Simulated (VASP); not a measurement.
# Ga2CuSe4 (I-4) in VASP: single point with r2SCAN+U

Aim: the single point of Ga2CuSe4 with r2SCAN+U.

Program: VASP 6.6.1. These are calculated values, not measurements. Logs are shortened: lines on timing, memory, paths and dates and some standing lists are left out, and cuts for length are marked.

**1. The cell of the first run**

Symmetry: I-4, No. 82, tetragonal system. The conventional cell has a = 5.272 Å, b = 5.272 Å, c = 10.200 Å, α = 90.00°, β = 90.00°, γ = 90.00°. Within 3.1 Å of Ga (site symmetry -4) lie 4 Se at 2.36 Å. Ga (site symmetry -4) has 4 Se at 2.33 Å within 3.1 Å. Within 3.3 Å of Se (site symmetry 1) lie 2 Ga at 2.33 to 2.36 Å and 1 Cu at 2.46 Å and 3 Se at 3.14 to 3.25 Å. Within 3.2 Å of Cu (site symmetry -4) lie 4 Se at 2.46 Å.

**2. Single point, r2SCAN+U, non-collinear spin, typed start, spin-orbit coupling**

File POSCAR:

```
Ga2CuSe4
1.0
    0.0000000000      5.2721680000      0.0000000000
    5.2721680000      0.0000000000      0.0000000000
    2.6360840000      2.6360840000     -5.0998230000
Ga Se Cu
2 4 1
Direct
    0.7500000000      0.2500000000      0.5000000000
    0.5000000000      0.5000000000      0.0000000000
    0.3738000000      0.4384000000      0.7104000000
    0.5616000000      0.0842000000      0.2896000000
    0.9158000000      0.8512000000      0.7104000000
    0.1488000000      0.6262000000      0.2896000000
    0.0000000000      0.0000000000      0.0000000000
```

File INCAR.step1:

```
ALGO = Normal
EDIFF = 1E-5
ENCUT = 660
GGA = PE
GGA_COMPAT = F
ISMEAR = -1
KPAR = 4
LASPH = T
LCHARG = F
LDAU = T
LDAUJ = 0 0 0
LDAUL = -1 -1 2
LDAUTYPE = 2
LDAUU = 0 0 3.91
LMAXMIX = 4
LREAL = F
LSORBIT = T
LWAVE = T
MAGMOM = 0 0 0 0 0 0 0 0 0 0 0 0 0 0 0 0 0 0 0.417 0.417 -0.807
NBANDS = 78
NELM = 200
PREC = Accurate
SIGMA = 0.1
```

File INCAR.step2:

```
ALGO = Normal
EDIFF = 1E-6
ENCUT = 660
GGA_COMPAT = F
ISIF = 2
ISMEAR = -1
ISTART = 1
KPAR = 4
LASPH = T
LCHARG = T
LDAU = T
LDAUJ = 0 0 0
LDAUL = -1 -1 2
LDAUPRINT = 1
LDAUTYPE = 2
LDAUU = 0 0 3.91
LMAXMIX = 4
LMIXTAU = T
LORBIT = 11
LORBMOM = T
LREAL = F
LSORBIT = T
LVHAR = T
LWAVE = F
MAGMOM = 0 0 0 0 0 0 0 0 0 0 0 0 0 0 0 0 0 0 0.417 0.417 -0.807
METAGGA = R2SCAN
NBANDS = 78
NELM = 200
PREC = Accurate
SIGMA = 0.1
```

File KPOINTS:

```
k-points
0
Gamma
  4 4 4
```

Potentials or basis: VASP PAW PBE potentials, release 64 (Ga_d, Se, Cu).

Launch:

```console
$ cat potpaw_PBE.64/Ga_d/POTCAR potpaw_PBE.64/Se/POTCAR potpaw_PBE.64/Cu/POTCAR > POTCAR
$ cp INCAR.step1 INCAR
$ mpirun -np 4 vasp_ncl > vasp.out
$ cp INCAR.step2 INCAR
$ mpirun -np 4 vasp_ncl > vasp.out
```

OUTCAR:

```text
EDIFF = 1E-6
   ENCUT = 660
   ISIF = 2
   ISMEAR = -1
   ISTART = 1
   LASPH = T
   LORBIT = 11
   LREAL = F
   LSORBIT = T
   METAGGA = R2SCAN
   NELM = 200
   PREC = Accurate

 ion  position               nearest neighbor table
   1  0.750  0.250  0.500-   3 2.36   4 2.36   5 2.36   6 2.36
   2  0.500  0.500  0.000-   3 2.33   4 2.33   5 2.33   6 2.33
   3  0.374  0.438  0.710-   2 2.33   1 2.36   7 2.46
   4  0.562  0.084  0.290-   2 2.33   1 2.36   7 2.46
   5  0.916  0.851  0.710-   2 2.33   1 2.36   7 2.46
   6  0.149  0.626  0.290-   2 2.33   1 2.36   7 2.46
   7  0.000  0.000  0.000-   3 2.46   6 2.46   5 2.46   4 2.46

  LATTYP: Found a body centered tetragonal cell.
 ALAT       =     5.2721680000
 C/A-ratio  =     1.9346208239

  Lattice vectors:

 A1 = (  -2.6360840000,   2.6360840000,   5.0998230000)
 A2 = (   2.6360840000,  -2.6360840000,   5.0998230000)
 A3 = (   2.6360840000,   2.6360840000,  -5.0998230000)

Analysis of symmetry for initial positions (statically):
=====================================================================
 Subroutine PRICEL returns:
 Original cell was already a primitive cell.

 Routine SETGRP: Setting up the symmetry group for a
 body centered tetragonal supercell.

 Subroutine GETGRP returns: Found  4 space group operations
 (whereof  4 operations were pure point group operations)
 out of a pool of 16 trial point group operations.

The static configuration has the point symmetry S_4 .

Analysis of symmetry for dynamics (positions and initial velocities):
=====================================================================
 Subroutine PRICEL returns:
 Original cell was already a primitive cell.

 Routine SETGRP: Setting up the symmetry group for a
 body centered tetragonal supercell.

 Subroutine GETGRP returns: Found  4 space group operations
 (whereof  4 operations were pure point group operations)
 out of a pool of 16 trial point group operations.

The dynamic configuration has the point symmetry S_4 .

Analysis of structural, dynamic, and magnetic symmetry:
=====================================================================
 Subroutine PRICEL returns:
 Original cell was already a primitive cell.

 Routine SETGRP: Setting up the symmetry group for a
 body centered tetragonal supercell.

 Subroutine GETGRP returns: Found  1 space group operations
 (whereof  1 operations were pure point group operations)
 out of a pool of 16 trial point group operations.

The overall configuration has the point symmetry C_1 .

 Subroutine INISYM returns: Found  1 space group operations
 (whereof  1 operations are pure point group operations),
 and found     1 'primitive' translations

----------------------------------------------------------------------------------------

                                     Primitive cell

  volume of cell :     141.7534

  direct lattice vectors                    reciprocal lattice vectors
     0.000000000  5.272168000  0.000000000     0.000000000  0.189675291  0.098042618
     5.272168000  0.000000000  0.000000000     0.189675291  0.000000000  0.098042618
     2.636084000  2.636084000 -5.099823000     0.000000000  0.000000000 -0.196085237

  length of vectors
     5.272168000  5.272168000  6.317125323     0.213515974  0.213515974  0.196085237

  position of ions in fractional coordinates (direct lattice)
     0.750000000  0.250000000  0.500000000
     0.500000000  0.500000000  0.000000000
     0.373800000  0.438400000  0.710400000
     0.561600000  0.084200000  0.289600000
     0.915800000  0.851200000  0.710400000
     0.148800000  0.626200000  0.289600000
     0.000000000  0.000000000  0.000000000

  ion indices of the primitive-cell ions
   primitive index   ion index
                 1           1
                 2           2
                 3           3
                 4           4
                 5           5
                 6           6
                 7           7

----------------------------------------------------------------------------------------

 KPOINTS: k-points

Automatic generation of k-mesh.
 Grid dimensions read from file:
 generate k-points for:    4    4    4

 Generating k-lattice:

  Cartesian coordinates                     Fractional coordinates (reciprocal lattice)
     0.000000000  0.047418823  0.024510655     0.250000000  0.000000000  0.000000000
     0.047418823  0.000000000  0.024510655     0.000000000  0.250000000  0.000000000
     0.000000000  0.000000000 -0.049021309     0.000000000  0.000000000  0.250000000

  Length of vectors
     0.053378993  0.053378993  0.049021309

[... 149 lines left out ...]
  ext. energy  EPLUGINS =         0.00000000
  ---------------------------------------------------
  free energy    TOTEN  =       -92.68658777 eV

  energy without entropy =      -92.55683917  energy(sigma->0) =      -92.62171347

 E-fermi :   3.9940     XC(G=0): -10.7662

 val. band max:        3.9394206657   @ k =   0.0000  -0.2500   0.5000
 cond. band min:       4.0255254552   @ k =   0.2500   0.2500   0.5000
 fundamental gap:      0.0861047895
 Fermi energy:         3.9939737446

 k-point     1 :       0.0000    0.0000    0.0000
  band No.  band energies     occupation
      1     -11.6131      1.00000
      2     -11.6131      1.00000
      3     -11.6127      1.00000
      4     -11.6127      1.00000
      5     -11.4714      1.00000
      6     -11.4714      1.00000
[... 1813 lines left out ...]
     72       9.7990      0.00000
     73      10.1468      0.00000

 [... further k-points ...]

 [bands above 73 left out]

------------------------ aborting loop because EDIFF is reached ----------------------------------------

  FORCE on cell =-STRESS in cart. coord.  units (eV):
  Direction    XX          YY          ZZ          XY          YZ          ZX
  --------------------------------------------------------------------------------------
  -------------------------------------------------------------------------------------
  Total        7.3114557      7.3113238      7.6903600      0.0001807     -0.0018428     -0.0018899
  in kB       82.6382000     82.6367096     86.9207905      0.0020425     -0.0208281     -0.0213605
  external PRESSURE =      84.0652334 kB  Pullay stress =       0.0000000 kB

 VOLUME and BASIS-vectors are now :
 -----------------------------------------------------------------------------
  energy-cutoff  :      660.00
  volume of cell :      141.75
      direct lattice vectors                 reciprocal lattice vectors
     0.000000000  5.272168000  0.000000000     0.000000000  0.189675291  0.098042618
     5.272168000  0.000000000  0.000000000     0.189675291  0.000000000  0.098042618
     2.636084000  2.636084000 -5.099823000     0.000000000  0.000000000 -0.196085237

 POSITION                                       TOTAL-FORCE (eV/Angst)
 -----------------------------------------------------------------------------------
      2.63608      5.27217     -2.54991         0.000817      0.000611     -0.000185
      2.63608      2.63608      0.00000        -0.000509     -0.000870      0.000160
      4.18399      3.84341     -3.62291        -0.883882     -0.660297     -0.722313
      1.20733      3.72426     -1.47691        -0.660334      0.884015      0.722289
      6.36034      6.70093     -3.62291         0.883847      0.660497     -0.722367
      4.06484      1.54791     -1.47691         0.660409     -0.883709      0.722407
      0.00000      0.00000      0.00000        -0.000347     -0.000247      0.000009
 -----------------------------------------------------------------------------------
    total drift:                                0.000275     -0.000656      0.000036

  FREE ENERGIE OF THE ION-ELECTRON SYSTEM (eV)
  ---------------------------------------------------
  free  energy   TOTEN  =       -92.6865877693 eV

  energy  without entropy=      -92.5568391677  energy(sigma->0) =      -92.62171347

 orbital moment (x)

 # of ion     p       d       tot
 ----------------------------------------
  1        -0.000  -0.000  -0.000
  2         0.000   0.000   0.000
  3        -0.000   0.000  -0.000
  4        -0.000   0.000  -0.000
  5         0.000   0.000   0.000
  6         0.000   0.000   0.000
  7         0.000  -0.000  -0.000
 ----------------------------------------
           -0.000  -0.000  -0.000

 orbital moment (y)

 # of ion     p       d       tot
 ----------------------------------------
  1        -0.000  -0.000  -0.000
  2         0.000  -0.000   0.000
  3        -0.000   0.000  -0.000
  4        -0.000  -0.000  -0.000
  5        -0.000   0.000  -0.000
  6         0.000  -0.000   0.000
  7        -0.000  -0.000  -0.000
 ----------------------------------------
           -0.000  -0.000  -0.000

 orbital moment (z)

 # of ion     p       d       tot
 ----------------------------------------
  1         0.000  -0.000   0.000
  2         0.000  -0.000  -0.000
  3         0.000  -0.000   0.000
  4         0.000   0.000   0.000
  5         0.000  -0.000   0.000
  6         0.000  -0.000   0.000
  7        -0.000   0.000   0.000
 ----------------------------------------
            0.000   0.000   0.000

 Spin-Orbit-Coupling matrix elements

 Ion:    1  E_soc:     -0.0116946
 l=   1
     0.0000000    -0.0011891    -0.0011978
    -0.0011891     0.0000000    -0.0011891
    -0.0011978    -0.0011891     0.0000000
 l=   2
     0.0000000    -0.0001339     0.0000000    -0.0001339    -0.0006130
    -0.0001339     0.0000000    -0.0004657    -0.0001391    -0.0001599
     0.0000000    -0.0004657     0.0000000    -0.0004657     0.0000000
    -0.0001339    -0.0001391    -0.0004657     0.0000000    -0.0001599
    -0.0006130    -0.0001599     0.0000000    -0.0001599     0.0000000
 l=   3
     0.0000000     0.0000000     0.0000000     0.0000000     0.0000000     0.0000000     0.0000000
     0.0000000     0.0000000     0.0000000     0.0000000     0.0000000     0.0000000     0.0000000
     0.0000000     0.0000000     0.0000000     0.0000000     0.0000000     0.0000000     0.0000000
     0.0000000     0.0000000     0.0000000     0.0000000     0.0000000     0.0000000     0.0000000
[... 109 lines left out ...]
 l=   2
     0.0000000     0.0000237     0.0000000     0.0000237    -0.0010165
     0.0000237     0.0000000    -0.0008773     0.0001366    -0.0002537
     0.0000000    -0.0008773     0.0000000    -0.0008773     0.0000000
     0.0000237     0.0001366    -0.0008773     0.0000000    -0.0002537
    -0.0010165    -0.0002537     0.0000000    -0.0002537     0.0000000
 l=   3
     0.0000000     0.0000000     0.0000000     0.0000000     0.0000000     0.0000000     0.0000000
     0.0000000     0.0000000     0.0000000     0.0000000     0.0000000     0.0000000     0.0000000
     0.0000000     0.0000000     0.0000000     0.0000000     0.0000000     0.0000000     0.0000000
     0.0000000     0.0000000     0.0000000     0.0000000     0.0000000     0.0000000     0.0000000
     0.0000000     0.0000000     0.0000000     0.0000000     0.0000000     0.0000000     0.0000000
     0.0000000     0.0000000     0.0000000     0.0000000     0.0000000     0.0000000     0.0000000
     0.0000000     0.0000000     0.0000000     0.0000000     0.0000000     0.0000000     0.0000000

 total charge

# of ion       s       p       d       tot
------------------------------------------
    1        0.832   0.814  10.051  11.696
    2        0.846   0.873  10.064  11.783
    3        1.472   2.419   0.048   3.939
    4        1.472   2.419   0.048   3.939
    5        1.472   2.419   0.048   3.939
    6        1.472   2.419   0.048   3.939
    7        0.356   0.315   9.369  10.040
--------------------------------------------------
tot          7.921  11.677  29.677  49.276

 magnetization (x)

# of ion       s       p       d       tot
------------------------------------------
    1        0.000   0.000  -0.000   0.000
    2        0.000  -0.000  -0.000  -0.000
    3       -0.000  -0.000   0.000  -0.000
    4       -0.000  -0.000   0.000  -0.000
    5       -0.000  -0.000  -0.000  -0.000
    6       -0.000  -0.000   0.000  -0.000
    7        0.000  -0.000  -0.000  -0.000
--------------------------------------------------
tot         -0.000  -0.000  -0.000  -0.000

 magnetization (y)

# of ion       s       p       d       tot
------------------------------------------
    1        0.000   0.000  -0.000   0.000
    2        0.000  -0.000  -0.000  -0.000
    3       -0.000  -0.000   0.000  -0.000
    4       -0.000  -0.000   0.000  -0.000
    5       -0.000  -0.000  -0.000  -0.000
    6       -0.000  -0.000  -0.000  -0.000
    7        0.000  -0.000  -0.000  -0.000
--------------------------------------------------
tot         -0.000  -0.000  -0.000  -0.000

 magnetization (z)

# of ion       s       p       d       tot
------------------------------------------
    1       -0.000  -0.000   0.000  -0.000
    2       -0.000   0.000   0.000   0.000
    3        0.000   0.000  -0.000   0.000
    4        0.000   0.000  -0.000   0.000
    5        0.000   0.000  -0.000   0.000
    6        0.000   0.000   0.000   0.000
    7       -0.000   0.000   0.000   0.000
--------------------------------------------------
tot          0.000   0.000   0.000   0.000
```

Run time: 69 min. Hardware: 4 MPI ranks of AMD EPYC 7R13 (Zen 3), shared host; peak memory 2 GiB.

What came out:

| Property | Result |
| --- | --- |
| Free energy | -92.6866 eV |
| Pressure | 8.4 GPa |
| Largest force | 1.319 eV/Å |
| Net moment | 0.00 μB per cell |
| Valence electrons inside the program's atomic spheres | Ga 11.70, 11.78; Se 3.94; Cu 10.04 |

Forces on the atoms (eV/Å):
```
Ga   0.001  0.001  0.000
Ga  -0.001 -0.001  0.000
Se  -0.884 -0.660 -0.722
Se  -0.660  0.884  0.722
Se   0.884  0.660 -0.722
Se   0.660 -0.884  0.722
Cu   0.000  0.000  0.000
```

Stress tensor (GPa, compression positive):
```
8.26 0.00 0.00
0.00 8.26 0.00
0.00 0.00 8.69
```

Moments on the atoms (μB; x, y, z):
```
Ga  0.00 0.00 0.00
Ga  0.00 0.00 0.00
Se  0.00 0.00 0.00
Se  0.00 0.00 0.00
Se  0.00 0.00 0.00
Se  0.00 0.00 0.00
Cu  0.00 0.00 0.00
```

Caveat: the cell stands under pressure; the PAW data sets were made with another functional, which shifts forces and pressure a little. The state reached can hang on the start; a lower one may exist.
